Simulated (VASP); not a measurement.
# CuO (C2/c) in VASP: single point with LDA

Aim: the single point of CuO with LDA.

Program: VASP 6.6.1. These are calculated values, not measurements. Logs are shortened: lines on timing, memory, paths and dates and some standing lists are left out, and cuts for length are marked.

## 1. The cell of the first run

The typed cell holds 4 atoms: a = 2.855 Å, b = 2.855 Å, c = 5.045 Å, α = 90.04°, β = 90.04°, γ = 89.87°.

## 2. Single point, LDA

Input file INCAR:

```
SYSTEM = CuO
PREC = Accurate
ENCUT = 520
EDIFF = 1E-6
ISMEAR = -1
SIGMA = 0.05
LREAL = .FALSE.
LASPH = .TRUE.
NELM = 100
ALGO = Normal
ISIF = 2
LWAVE = .FALSE.
LCHARG = .FALSE.
GGA = CA
NBANDS = 25
```

Input file KPOINTS:

```
Automatic mesh
0
G
  10 10 5
  0 0 0
```

Input file POSCAR:

```
CuO
1.0
    2.0148918218     -2.0164408711      0.1559928288
    2.0148918218      2.0164408711      0.1559928288
   -0.3944411281      0.0000000000      5.0298698380
Cu O
2 2
Direct
    0.5000000000      0.0000000000      0.5000000000
    0.0000000000      0.5000000000      0.0000000000
    0.4996049789      0.5003950211      0.7500000000
    0.5003950211      0.4996049789      0.2500000000
```

Potentials or basis: VASP PAW LDA potentials, release 64 (Cu, O).

On the command line:

```sh
> cat potpaw_LDA.64/Cu/POTCAR potpaw_LDA.64/O/POTCAR > POTCAR
> mpirun -np 1 vasp_std > vasp.out
```

OUTCAR:

```text
SYSTEM = CuO
   PREC = Accurate
   ENCUT = 520
   EDIFF = 1E-6
   ISMEAR = -1
   LREAL = .FALSE.
   LASPH = .TRUE.
   NELM = 100
   ISIF = 2
   GGA = CA

 ion  position               nearest neighbor table
   1  0.500  0.000  0.500-   3 1.90   4 1.90   3 1.91   4 1.91
   2  0.000  0.500  0.000-   3 1.90   4 1.90   4 1.91   3 1.91
   3  0.500  0.500  0.750-   1 1.90   2 1.90   2 1.91   1 1.91
   4  0.500  0.500  0.250-   1 1.90   2 1.90   1 1.91   2 1.91

  LATTYP: Found a base centered monoclinic cell.
 ALAT       =     4.0418425581
 B/A-ratio  =     0.9977829874
 C/A-ratio  =     1.2482703242
 COS(beta)  =    -0.0009937624

  Lattice vectors:

 A1 = (   2.0148918218,  -2.0164408711,   0.1559928288)
 A2 = (   2.0148918218,   2.0164408711,   0.1559928288)
 A3 = (  -0.3944411281,   0.0000000000,   5.0298698380)

Analysis of symmetry for initial positions (statically):
=====================================================================
 Subroutine PRICEL returns:
 Original cell was already a primitive cell.

 Routine SETGRP: Setting up the symmetry group for a
 base centered monoclinic supercell.

 Subroutine GETGRP returns: Found  4 space group operations
 (whereof  2 operations were pure point group operations)
 out of a pool of  4 trial point group operations.

The static configuration has the point symmetry S_2 .
 The point group associated with its full space group is C_2h.

Analysis of symmetry for dynamics (positions and initial velocities):
=====================================================================
 Subroutine PRICEL returns:
 Original cell was already a primitive cell.

 Routine SETGRP: Setting up the symmetry group for a
 base centered monoclinic supercell.

 Subroutine GETGRP returns: Found  4 space group operations
 (whereof  2 operations were pure point group operations)
 out of a pool of  4 trial point group operations.

The dynamic configuration has the point symmetry S_2 .
 The point group associated with its full space group is C_2h.

 Subroutine INISYM returns: Found  4 space group operations
 (whereof  2 operations are pure point group operations),
 and found     1 'primitive' translations

----------------------------------------------------------------------------------------

                                     Primitive cell

  volume of cell :      41.1200

  direct lattice vectors                    reciprocal lattice vectors
[... 91 lines left out ...]
   EDIFF  = 0.1E-05   stopping-criterion for ELM
   LREAL  =      F    real-space projection
   EDIFFG = 0.1E-04   stopping-criterion for IOM
   NSW    =      0    number of steps for IOM
   IBRION =     -1    ionic relax: 0-MD 1-quasi-New 2-CG
   NFREE  =      0    steps in history (QN), initial steepest desc. (CG)
   ISIF   =      2    stress and relaxation
   ISYM   =      2    0-nonsym 1-usesym 2-fastsym
   POTIM  = 0.5000    time-step for ionic-motion
   TEBEG  =    0.0;   TEEND  =   0.0 temperature during run
   PSTRESS=    0.0 pullay stress
   NELECT =      34.0000    total number of electrons
   NUPDOWN=      -1.0000    fix difference up-down
   EMIN   =  10.00;   EMAX   =-10.00  energy-range for DOS
   EFERMI =   0.00;   METHOD = LEGACY
   ISMEAR =    -1;   SIGMA  =   0.05  broadening in eV -4-tet -1-fermi 0-gaus
   EFERMI_NEDOS =   21; number of points for ismear=-14 and -15
   IALGO  =     38    algorithm
   IMIX   =      4    mixing-type and parameters
     AMIX     =   0.40;   BMIX     =  1.00
     AMIX_MAG =   1.60;   BMIX_MAG =  1.00
  volume/ion in A,a.u.               =      10.28        69.37
  Fermi-wavevector in a.u.,A,eV,Ry     =   1.536563  2.903682 32.123687  2.361024
  Thomas-Fermi vector in A             =   2.643194
   LORBIT       =      0    0 simple, 1 ext, 2 COOP (PROOUT), +10 PAW based schemes
   GGA     = CA    functional components
   LHFCALC =     F    Hartree Fock is set to
   AEXX    =    0.0000 exact exchange contribution
   IVDW    =     0    specifies the selected vdW correction
   LEPSILON=     F    determine dielectric tensor
   LRPA    =     F    only Hartree local field effects (RPA)
 non-spin polarized calculation
  energy-cutoff  :      520.00
  volume of cell :       41.12
 maximum number of plane-waves:      1130
 NGX is ok and might be reduce to    24
   NGX = 11   NGY = 11   NGZ = 19

 number of electron      33.9999976 magnetization

 Free energy of the ion-electron system (eV)
  ---------------------------------------------------
  ext. energy  EPLUGINS =         0.00000000
  ---------------------------------------------------
  free energy    TOTEN  =       -23.33167510 eV

  energy without entropy =      -23.31110949  energy(sigma->0) =      -23.32139230

 E-fermi :   5.5238     XC(G=0): -12.2651

 val. band max:        5.5119280295   @ k =   0.5000   0.1000   0.2000
 cond. band min:       5.5287077711   @ k =   0.5000   0.3000   0.4000
 fundamental gap:      0.0167797415
 Fermi energy:         5.5238062648

 k-point     1 :       0.0000    0.0000    0.0000
  band No.  band energies     occupation
      1     -14.6367      2.00000
      2     -13.0758      2.00000
      3      -3.3725      2.00000
      4      -0.4508      2.00000
      5      -0.4459      2.00000
      6       1.3428      2.00000
[... 661 lines left out ...]
     24      17.8827      0.00000
     25      19.4897      0.00000

 [... further k-points ...]

------------------------ aborting loop because EDIFF is reached ----------------------------------------

  FORCE on cell =-STRESS in cart. coord.  units (eV):
  Direction    XX          YY          ZZ          XY          YZ          ZX
  --------------------------------------------------------------------------------------
  -------------------------------------------------------------------------------------
  Total        0.1656190      0.1716198      0.2752336      0.0000000      0.0000000     -0.0131845
  in kB        6.4530945      6.6869053     10.7240611      0.0000000      0.0000000     -0.5137132
  external PRESSURE =       7.9546870 kB  Pullay stress =       0.0000000 kB

 VOLUME and BASIS-vectors are now :
 -----------------------------------------------------------------------------
  energy-cutoff  :      520.00
  volume of cell :       41.12
      direct lattice vectors                 reciprocal lattice vectors
     2.014891822 -2.016440871  0.155992829     0.246654777 -0.247961647  0.019342606
     2.014891822  2.016440871  0.155992829     0.246654777  0.247961647  0.019342606
    -0.394441128  0.000000000  5.029869838    -0.015299154  0.000000000  0.197612546

 POSITION                                       TOTAL-FORCE (eV/Angst)
 -----------------------------------------------------------------------------------
      0.81023     -1.00822      2.59293         0.000000      0.000000     -0.000000
      1.00745      1.00822      0.07800         0.000000      0.000000     -0.000000
      1.71906      0.00159      3.92840        -0.000000     -0.002825      0.000000
      1.91628     -0.00159      1.41346         0.000000      0.002825      0.000000
 -----------------------------------------------------------------------------------
    total drift:                                0.000000     -0.000000     -0.000000

  FREE ENERGIE OF THE ION-ELECTRON SYSTEM (eV)
  ---------------------------------------------------
  free  energy   TOTEN  =       -23.3316751000 eV

  energy  without entropy=      -23.3111094932  energy(sigma->0) =      -23.32139230
```

OSZICAR:

```text
N       E                     dE             d eps       ncg     rms          rms(c)
DAV:   1     0.292189532383E+03    0.29219E+03   -0.16405E+04  7530   0.218E+03
DAV:   2     0.756953064353E+01   -0.28462E+03   -0.26165E+03  7155   0.396E+02
DAV:   3    -0.282912659490E+02   -0.35861E+02   -0.34024E+02  8892   0.158E+02
DAV:   4    -0.294817672249E+02   -0.11905E+01   -0.11844E+01  9119   0.304E+01
DAV:   5    -0.295007720156E+02   -0.19005E-01   -0.18997E-01  9280   0.348E+00    0.177E+01
DAV:   6    -0.269133639496E+02    0.25874E+01   -0.37471E+01 10068   0.162E+02    0.131E+01
DAV:   7    -0.233080943373E+02    0.36053E+01   -0.10417E+01  8632   0.121E+02    0.252E+00
DAV:   8    -0.233870738183E+02   -0.78979E-01   -0.14653E+00  7657   0.825E+00    0.164E+00
DAV:   9    -0.233366763590E+02    0.50397E-01   -0.47161E-02 11436   0.656E+00    0.499E-01
DAV:  10    -0.233331956735E+02    0.34807E-02   -0.12199E-02 10282   0.152E+00    0.351E-01
DAV:  11    -0.233316764383E+02    0.15192E-02   -0.64979E-03 10743   0.770E-01    0.492E-02
DAV:  12    -0.233316851424E+02   -0.87041E-05   -0.28526E-04 10084   0.190E-01    0.409E-02
DAV:  13    -0.233316767596E+02    0.83828E-05   -0.15284E-05 10834   0.565E-02    0.108E-02
DAV:  14    -0.233316752107E+02    0.15489E-05   -0.89071E-07  6427   0.320E-02    0.590E-03
DAV:  15    -0.233316751000E+02    0.11070E-06   -0.51369E-06  6641   0.180E-02
   1 F= -.23331675E+02 E0= -.23321392E+02  d E =-.205656E-01
```

stdout:

```text
POSCAR found type information on POSCAR CuO
 POSCAR found :  2 types and       4 ions
 scaLAPACK will be used
 LDA part: xc-table for (Slater(with rela. corr.)+CA(PZ))
 , standard interpolation
 POSCAR, INCAR and KPOINTS ok, starting setup
 FFT: planning ... GRIDC
 FFT: planning ... GRID_SOFT
 FFT: planning ... GRID
 WAVECAR not read
 entering main loop
```

It took 48 s on 1 thread of Intel Xeon 6975P-C (Granite Rapids), shared host; peak memory 0.23 GiB.

What came out:

```yaml
Free_energy: -23.3317 eV
Pressure: 0.8 GPa
Band_gap_on_the_k_mesh: zero (bands 17 and 18 overlap by 1.01 eV)
```

Forces on the atoms (eV/Å):
```
Cu   0.000  0.000  0.000
Cu   0.000  0.000  0.000
O    0.000 -0.003  0.000
O    0.000  0.003  0.000
```

Stress tensor (GPa, compression positive):
```
 0.65  0.00 -0.05
 0.00  0.67  0.00
-0.05  0.00  1.07
```

Caveat: semilocal functionals often make such compounds metallic where correlation or magnetic order opens a gap, which also shifts bond lengths. With open d or f shells a metallic result of LDA can be an artefact of self-interaction; +U or a hybrid may open a gap.
